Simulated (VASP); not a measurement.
A run of VASP 6.6.1 is set up as follows.

Contents of INCAR:

```
SYSTEM = Ge
PREC = Accurate
ENCUT = 520
EDIFF = 1E-6
ISMEAR = 0
SIGMA = 0.15
LREAL = .FALSE.
LASPH = .TRUE.
NELM = 100
ALGO = Normal
ISIF = 2
LWAVE = .FALSE.
LCHARG = .TRUE.
GGA = PS
LELF = .TRUE.
LVHAR = .TRUE.
NBANDS = 21
```

The input KPOINTS:

```
regular mesh
0
G
  14 14 14
  0 0 0
```

POSCAR

```
Ge
1.0
    0.0000000000      2.7934103750      2.8287700000
    2.8641296250      0.0000000000      2.8287700000
    2.8641296250      2.7934103750      0.0000000000
Ge
2
Direct
    0.5000000000      0.5000000000      0.5000000000
    0.7500000000      0.7500000000      0.7500000000
```

Potentials or basis: VASP PAW PBE potentials, release 64 (Ge_d).

Command:

```bash
$ cat potpaw_PBE.64/Ge_d/POTCAR > POTCAR
$ mpirun -np 1 vasp_std > vasp.out
```

Task: Estimate the pressure.

Result: 0.3 GPa.

Task: Predict the band gap on the k mesh.

Result: 0.09 eV, direct.

Stress tensor (GPa, compression positive):
```
-0.64  0.00  0.00
 0.00  1.13  0.00
 0.00  0.00  0.29
```

Caveat: the cell differs from its parent crystal (strain +0.0125 x Voigt [1, -1, 0, 0, 0, 0]); the PAW data sets were made with another functional, which shifts forces and pressure a little. A k mesh can miss the band edges.
